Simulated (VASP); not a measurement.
# Te (Im-3m) in VASP: a series of runs

Te is run at these levels: PBE; tasks: single point.

Everything below comes from runs of VASP 6.6.1. Logs are shortened: lines on timing, memory, paths and dates and some standing lists are left out, and cuts for length are marked.

**1. The cell of the first run**

It takes space group Im-3m (No. 229, cubic). Conventional cell: a = 3.263 Å, b = 3.263 Å, c = 3.263 Å, α = 90.00°, β = 90.00°, γ = 90.00°. Within 3.7 Å of Te (site symmetry m-3m) lie 14 Te at 2.83 to 3.26 Å.

This isn't the form of Te at room conditions, which is trigonal, of chains.

**2. Single point, PBE (17.37 Å³/atom)**

Input file INCAR:

```
ALGO = Normal
EDIFF = 1E-6
ENCUT = 520
GGA = PE
ISIF = 2
ISMEAR = -1
LASPH = T
LCHARG = T
LELF = T
LREAL = F
LVHAR = T
LWAVE = F
NBANDS = 9
NELM = 60
PREC = Accurate
SIGMA = 0.08
```

Input file KPOINTS:

```
k-points
0
Gamma
  16 16 16
```

Input file POSCAR:

```
Te
1.0
   -1.6313615495      1.6313615495      1.6313615495
    1.6313615495     -1.6313615495      1.6313615495
    1.6313615495      1.6313615495     -1.6313615495
Te
1
Direct
    0.0000000000      0.0000000000      0.0000000000
```

Potentials or basis: VASP PAW PBE potentials, release 64 (Te).

The run is started by

```bash
$ cat potpaw_PBE.64/Te/POTCAR > POTCAR
$ mpirun -np 1 vasp_std > vasp.out
```

OUTCAR:

```text
EDIFF = 1E-6
   ENCUT = 520
   GGA = PE
   ISIF = 2
   ISMEAR = -1
   LASPH = T
   LREAL = F
   NELM = 60
   PREC = Accurate

 ion  position               nearest neighbor table
   1  0.000  0.000  0.000-

  LATTYP: Found a body centered cubic cell.
 ALAT       =     3.2627230990

  Lattice vectors:

 A1 = (  -1.6313615495,   1.6313615495,   1.6313615495)
 A2 = (   1.6313615495,  -1.6313615495,   1.6313615495)
 A3 = (   1.6313615495,   1.6313615495,  -1.6313615495)

Analysis of symmetry for initial positions (statically):
=====================================================================
 Subroutine PRICEL returns:
 Original cell was already a primitive cell.

 Routine SETGRP: Setting up the symmetry group for a
 body centered cubic supercell.

 Subroutine GETGRP returns: Found 48 space group operations
 (whereof 48 operations were pure point group operations)
 out of a pool of 48 trial point group operations.

The static configuration has the point symmetry O_h .

Analysis of symmetry for dynamics (positions and initial velocities):
=====================================================================
 Subroutine PRICEL returns:
 Original cell was already a primitive cell.

 Routine SETGRP: Setting up the symmetry group for a
 body centered cubic supercell.

 Subroutine GETGRP returns: Found 48 space group operations
 (whereof 48 operations were pure point group operations)
 out of a pool of 48 trial point group operations.

The dynamic configuration has the point symmetry O_h .

 Subroutine INISYM returns: Found 48 space group operations
 (whereof 48 operations are pure point group operations),
 and found     1 'primitive' translations

----------------------------------------------------------------------------------------

                                     Primitive cell

  volume of cell :      17.3664

  direct lattice vectors                    reciprocal lattice vectors
    -1.631361550  1.631361550  1.631361550     0.000000000  0.306492451  0.306492451
     1.631361550 -1.631361550  1.631361550     0.306492451  0.000000000  0.306492451
     1.631361550  1.631361550 -1.631361550     0.306492451  0.306492451  0.000000000

  length of vectors
     2.825601089  2.825601089  2.825601089     0.433445781  0.433445781  0.433445781

  position of ions in fractional coordinates (direct lattice)
     0.000000000  0.000000000  0.000000000

  ion indices of the primitive-cell ions
   primitive index   ion index
                 1           1

----------------------------------------------------------------------------------------

 KPOINTS: k-points

Automatic generation of k-mesh.
 Grid dimensions read from file:
 generate k-points for:   16   16   16

 Generating k-lattice:

  Cartesian coordinates                     Fractional coordinates (reciprocal lattice)
     0.000000000  0.019155778  0.019155778     0.062500000  0.000000000  0.000000000
     0.019155778  0.000000000  0.019155778     0.000000000  0.062500000  0.000000000
     0.019155778  0.019155778  0.000000000     0.000000000  0.000000000  0.062500000

  Length of vectors
     0.027090361  0.027090361  0.027090361

  Shift w.r.t. Gamma in fractional coordinates (k-lattice)
     0.000000000  0.000000000  0.000000000

 Subroutine IBZKPT returns following result:
 ===========================================

 Found    145 irreducible k-points:

 Following reciprocal coordinates:
            Coordinates               Weight
  0.000000  0.000000  0.000000      1.000000
  0.062500  0.000000  0.000000     12.000000
  0.125000  0.000000  0.000000     12.000000
  0.187500  0.000000  0.000000     12.000000
  0.250000  0.000000  0.000000     12.000000
  0.312500  0.000000  0.000000     12.000000
[... 16 lines left out ...]
  0.187500  0.187500  0.000000     24.000000
  0.250000  0.187500 -0.000000     48.000000
 [... further k-points ...]
   k-points           NKPTS =    145   k-points in BZ     NKDIM =    145   number of bands    NBANDS=      9
   number of dos      NEDOS =    301   number of ions     NIONS =      1
   total plane-waves  NPLWV =  13824
   dimension x,y,z NGX =    24 NGY =   24 NGZ =   24
   dimension x,y,z NGXF=    48 NGYF=   48 NGZF=   48
   ions per type =               1
   NGX,Y,Z   is equivalent  to a cutoff of  14.12, 14.12, 14.12 a.u.
   NGXF,Y,Z  is equivalent  to a cutoff of  28.24, 28.24, 28.24 a.u.
 SYSTEM =  unknown system
   PREC   = accura    normal or accurate (medium, high low for compatibility)
   ISTART =      0    job   : 0-new  1-cont  2-samecut
   ICHARG =      2    charge: 1-file 2-atom 10-const
   ISPIN  =      1    spin polarized calculation?
   LNONCOLLINEAR =      F non collinear calculations
   LSORBIT =      F    spin-orbit coupling
   LASPH  =      T    aspherical Exc in radial PAW
   ENCUT  =  520.0 eV  38.22 Ry    6.18 a.u.   5.25  5.25  5.25*2*pi/ulx,y,z
   NELM   =     60;   NELMIN=  2; NELMDL= -5     # of ELM steps
   EDIFF  = 0.1E-05   stopping-criterion for ELM
   LREAL  =      F    real-space projection
   EDIFFG = 0.1E-04   stopping-criterion for IOM
   NSW    =      0    number of steps for IOM
   IBRION =     -1    ionic relax: 0-MD 1-quasi-New 2-CG
   NFREE  =      0    steps in history (QN), initial steepest desc. (CG)
   ISIF   =      2    stress and relaxation
   ISYM   =      2    0-nonsym 1-usesym 2-fastsym
   POTIM  = 0.5000    time-step for ionic-motion
   TEBEG  =    0.0;   TEEND  =   0.0 temperature during run
   PSTRESS=    0.0 pullay stress
   NELECT =       6.0000    total number of electrons
   NUPDOWN=      -1.0000    fix difference up-down
   EMIN   =  10.00;   EMAX   =-10.00  energy-range for DOS
   EFERMI =   0.00;   METHOD = LEGACY
   ISMEAR =    -1;   SIGMA  =   0.08  broadening in eV -4-tet -1-fermi 0-gaus
   EFERMI_NEDOS =   21; number of points for ismear=-14 and -15
   IALGO  =     38    algorithm
   IMIX   =      4    mixing-type and parameters
     AMIX     =   0.40;   BMIX     =  1.00
     AMIX_MAG =   1.60;   BMIX_MAG =  1.00
  volume/ion in A,a.u.               =      17.37       117.19
  Fermi-wavevector in a.u.,A,eV,Ry     =   1.148740  2.170804 17.954293  1.319603
  Thomas-Fermi vector in A             =   2.285413
   LORBIT       =      0    0 simple, 1 ext, 2 COOP (PROOUT), +10 PAW based schemes
   GGA     = PE    functional components
   LHFCALC =     F    Hartree Fock is set to
   AEXX    =    0.0000 exact exchange contribution
   IVDW    =     0    specifies the selected vdW correction
   LEPSILON=     F    determine dielectric tensor
   LRPA    =     F    only Hartree local field effects (RPA)
 non-spin polarized calculation
  energy-cutoff  :      520.00
  volume of cell :       17.37
 maximum number of plane-waves:       484
 NGX is ok and might be reduce to    24
   NGX = 11   NGY = 11   NGZ = 11

 number of electron       6.0000001 magnetization

 Free energy of the ion-electron system (eV)
  ---------------------------------------------------
  ext. energy  EPLUGINS =         0.00000000
  ---------------------------------------------------
  free energy    TOTEN  =        -0.94362062 eV

  energy without entropy =       -0.93394224  energy(sigma->0) =       -0.93878143

 E-fermi :  16.6364     XC(G=0): -12.4083

 val. band max:       16.6085526504   @ k =  -0.3125   0.3125   0.1250
 cond. band min:      16.6469053943   @ k =   0.2500   0.0625   0.0625
 fundamental gap:      0.0383527439
 Fermi energy:        16.6363583242

 k-point     1 :       0.0000    0.0000    0.0000
  band No.  band energies     occupation
      1      -2.7211      2.00000
      2      23.1198      0.00000
      3      23.1198      0.00000
      4      23.1198      0.00000
      5      27.5538      0.00000
      6      27.5538      0.00000
      7      27.5538      0.00000
      8      27.7211      0.00000
      9      27.7211      0.00000

 k-point     2 :       0.0625    0.0000    0.0000
  band No.  band energies     occupation
      1      -2.6044      2.00000
      2      22.0548      0.00000
      3      22.5646      0.00000
      4      22.9455      0.00000
      5      26.2987      0.00000
      6      26.4108      0.00000
      7      27.3158      0.00000
      8      28.3703      0.00000
      9      28.5935      0.00000

 k-point     3 :       0.1250    0.0000    0.0000
  band No.  band energies     occupation
      1      -2.2542      2.00000
      2      19.6845      0.00000
      3      21.4155      0.00000
      4      22.4400      0.00000
      5      25.3433      0.00000
      6      25.3682      0.00000
      7      27.1704      0.00000
      8      29.1135      0.00000
      9      29.8069      0.00000

 k-point     4 :       0.1875    0.0000    0.0000
  band No.  band energies     occupation
      1      -1.6705      2.00000
      2      16.9759      0.02830
      3      20.1856      0.00000
      4      21.7241      0.00000
      5      24.4988      0.00000
      6      24.5985      0.00000
      7      27.4479      0.00000
      8      29.6083      0.00000
      9      31.5333      0.00000
[... 205 lines left out ...]
 k-point    22 :       0.4375    0.1250    0.0000
  band No.  band energies     occupation
      1       4.1131      2.00000
      2       6.4254      2.00000
      3      14.5842      2.00000
      4      18.1780      0.00000
      5      23.6334      0.00000
      6      26.3000      0.00000
      7      30.5675      0.00000
      8      30.8812      0.00000
      9      36.4530      0.00000

 k-point    23 :       0.1875    0.1875    0.0000
  band No.  band energies     occupation
      1       0.4196      2.00000
      2      12.8432      2.00000
      3      14.7983      2.00000
      4      19.0537      0.00000
      5      25.2501      0.00000
      6      25.6709      0.00000
      7      29.3657      0.00000
      8      30.9571      0.00000
      9      34.1489      0.00000

 k-point    24 :       0.2500    0.1875   -0.0000
  band No.  band energies     occupation
      1       1.5616      2.00000
      2      10.9351      2.00000
      3      13.5805      2.00000
      4      18.4643      0.00000
      5      25.0021      0.00000
      6      26.3749      0.00000
      7      29.5752      0.00000
      8      32.5079      0.00000
      9      33.6326      0.00000

 [... further k-points ...]

------------------------ aborting loop because EDIFF is reached ----------------------------------------

  FORCE on cell =-STRESS in cart. coord.  units (eV):
  Direction    XX          YY          ZZ          XY          YZ          ZX
  --------------------------------------------------------------------------------------
  -------------------------------------------------------------------------------------
  Total        9.4619368      9.4619368      9.4619368      0.0000000      0.0000000      0.0000000
  in kB      872.9311019    872.9311019    872.9311019      0.0000000      0.0000000      0.0000000
  external PRESSURE =     872.9311019 kB  Pullay stress =       0.0000000 kB

 VOLUME and BASIS-vectors are now :
 -----------------------------------------------------------------------------
  energy-cutoff  :      520.00
  volume of cell :       17.37
      direct lattice vectors                 reciprocal lattice vectors
    -1.631361550  1.631361550  1.631361550     0.000000000  0.306492451  0.306492451
     1.631361550 -1.631361550  1.631361550     0.306492451  0.000000000  0.306492451
     1.631361550  1.631361550 -1.631361550     0.306492451  0.306492451  0.000000000

 POSITION                                       TOTAL-FORCE (eV/Angst)
 -----------------------------------------------------------------------------------
      0.00000      0.00000      0.00000         0.000000     -0.000000      0.000000
 -----------------------------------------------------------------------------------
    total drift:                                0.000000     -0.000000      0.000000

  FREE ENERGIE OF THE ION-ELECTRON SYSTEM (eV)
  ---------------------------------------------------
  free  energy   TOTEN  =        -0.9436206203 eV

  energy  without entropy=       -0.9339422358  energy(sigma->0) =       -0.93878143
```

Wall time 41 s (1 thread of AMD EPYC 7R13, shared host); peak memory 0.12 GiB.

What came out:

- Free energy: -0.9436 eV
- Pressure: 87.3 GPa
- Band gap on the k mesh: zero (bands 3 and 4 overlap by 13.09 eV)

Caveat: the cell stands under pressure; spin-orbit coupling is left out, which moves the levels of the heavy elements.

**3. Single point, PBE**

Input file INCAR:

```
SYSTEM = Te
PREC = Accurate ; ENCUT = 520
EDIFF = 1E-6 ; ISMEAR = -1
SIGMA = 0.08 ; LREAL = .False.
LASPH = .True. ; NELM = 100
ALGO = Normal ; ISIF = 2
LWAVE = .False. ; LCHARG = .False.
GGA = PE ; NBANDS = 9
```

Input file KPOINTS:

```
regular mesh
0
Gamma
  16 16 16
  0 0 0
```

Input file POSCAR:

```
Te
1.0
   -1.6312522945      1.6312522945      1.6312522945
    1.6312522945     -1.6312522945      1.6312522945
    1.6312522945      1.6312522945     -1.6312522945
Te
1
Direct
    0.0000000000      0.0000000000      0.0000000000
```

Potentials or basis: VASP PAW PBE potentials, release 64 (Te).

The run is started by

```bash
$ cat potpaw_PBE.64/Te/POTCAR > POTCAR
$ mpirun -np 1 vasp_std > vasp.out
```

Wall time 43 s (1 thread of AMD EPYC 7R13, shared host); peak memory 0.12 GiB.

Results (log left out):

```
Free energy            : -0.9417 eV
Pressure               : 87.4 GPa
Band gap on the k mesh : zero (bands 3 and 4 overlap by 13.09 eV)
```

Levels at points of the mesh, in eV from the Fermi level:
| k point | band 1 | band 2 | band 3 | band 4 | band 5 | band 6 |
| --- | --- | --- | --- | --- | --- | --- |
| (0.00, 0.00, 0.00) | -19.36 | 6.49 | 6.49 | 6.49 | 10.92 | 10.92 |
| (0.50, 0.00, 0.00) | -12.82 | -10.59 | 0.24 | 2.76 | 5.94 | 6.34 |
| (0.50, 0.50, 0.50) | -6.83 | -5.33 | -5.33 | -5.33 | 0.44 | 0.44 |

Caveat: the cell stands under pressure; spin-orbit coupling is left out, which moves the levels of the heavy elements.

**4. Single point, PBE**

This run uses another cell than the first one, of 28.52 Å³/atom.

Input file INCAR:

```
ALGO     = Normal         # electronic algorithm
EDIFF    = 1E-6           # SCF threshold, eV
ENCUT    = 520            # plane-wave cutoff, eV
GGA      = PE             # functional
ISIF     = 2              # what is computed and relaxed
ISMEAR   = -1             # smearing method
LASPH    = True           # aspherical terms in the spheres
LCHARG   = False          # write CHGCAR
LREAL    = False          # projectors in reciprocal space
LWAVE    = False          # write WAVECAR
NBANDS   = 9              # bands
NELM     = 100            # most SCF steps
PREC     = Accurate       # precision mode
SIGMA    = 0.08           # smearing width, eV
```

Input file KPOINTS:

```
k-points
0
Gamma
  16 16 16
```

Input file POSCAR:

```
Te
1.0
   -1.9246176212      1.9246176212      1.9246176212
    1.9246176212     -1.9246176212      1.9246176212
    1.9246176212      1.9246176212     -1.9246176212
Te
1
Direct
    0.0000000000      0.0000000000      0.0000000000
```

The run is started by

```bash
$ cat potpaw_PBE.64/Te/POTCAR > POTCAR
$ mpirun -np 1 vasp_std > vasp.out
```

Wall time 77 s (1 thread of AMD EPYC 7R13, shared host); peak memory 0.15 GiB.

The run converged. Its results:

* Free energy: -2.8373 eV
* Pressure: -0.1 GPa
* Band gap on the k mesh: zero (bands 3 and 4 overlap by 6.34 eV)

Levels at points of the mesh, in eV from the Fermi level:
| k point | band 1 | band 2 | band 3 | band 4 | band 5 | band 6 |
| --- | --- | --- | --- | --- | --- | --- |
| (0.00, 0.00, 0.00) | -13.90 | 2.92 | 2.92 | 2.92 | 9.74 | 9.82 |
| (0.50, 0.00, 0.00) | -10.88 | -5.95 | 0.00 | 1.94 | 5.47 | 6.43 |
| (0.50, 0.50, 0.50) | -8.70 | -2.99 | -2.99 | -2.99 | 2.90 | 2.90 |

Caveat: spin-orbit coupling is left out, which moves the levels of the heavy elements.

**5. Overview**

```csv
cell,gap on the mesh (eV),pressure (GPa)
"a = 2.826 Å, angles 109.5°, 1 atom",none,87.3
"a = 2.825 Å, angles 109.5°, 1 atom",none,87.4
"a = 3.334 Å, angles 109.5°, 1 atom",none,-0.1
```

Alike in all rows: task single point; level PBE; potentials or basis VASP PAW PBE potentials, release 64 (Te); no spin polarisation; k mesh 16 × 16 × 16; cutoff (eV) 520; smearing fermi-dirac 0.08 eV.

Caveats: spin-orbit coupling is left out, which moves the levels of the heavy elements; the cell stands under pressure (at least some runs).

Absolute energies hang on the potentials; compare differences alone.

The gap in the log of VASP goes by the Fermi energy; the results here count the filled bands.